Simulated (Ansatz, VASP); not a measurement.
MgO: VASP beside Ansatz

```
Mg O
1.0
     3.48638    0.00000    0.00000
    -1.74319    3.01929    0.00000
     0.00000    0.00000    4.17804
Mg O
2 2
Direct
  0.69466 0.35383 0.75000
  0.36133 0.68716 0.25000
  0.66667 0.33333 0.25000
  0.33333 0.66667 0.75000
```

Change from the starting cell: all Mg atoms moved +0.087 Å, as atom 1 along Cartesian [1 1 0].

Alike in both runs: task single point; functional LDA; k mesh 6 × 6 × 6; occupations gaussian, width 0.05 eV; no spin polarisation.

```csv
,VASP,Ansatz
version,VASP 6.6.1,Ansatz 0.2.0
potentials or method,"VASP PAW LDA potentials, release 64 (Mg, O), cutoff 520 eV","scalar-relativistic, plane waves, PAW"
valence electrons in the cell,16,32
```

VASP gave:

| Property | Result |
| --- | --- |
| gap on the k mesh at the Fermi level (eV) | 3.33 |
| least direct gap on the mesh (eV) | 3.33 |
| pressure (GPa) | -5.1 |
| traceless stress, the component that is largest in VASP (GPa) | -0.85 |
| rms of the force components (eV/Å) | 0.447 |

What did Ansatz give for the same quantities?

gap on the k mesh at the Fermi level (eV): 3.33; least direct gap on the mesh (eV): 3.33; pressure (GPa): -3.4; traceless stress, the component that is largest in VASP (GPa): -0.94; rms of the force components (eV/Å): 0.437.

LDA's correlation is that of Perdew and Zunger in VASP and of Perdew and Wang (1992) in Ansatz. Atom by atom the forces differ by 0.010 eV/Å (rms over components). VASP's potentials hold 16 valence electrons a cell and Ansatz's 32, so a difference there can come from the potentials and not from the codes.
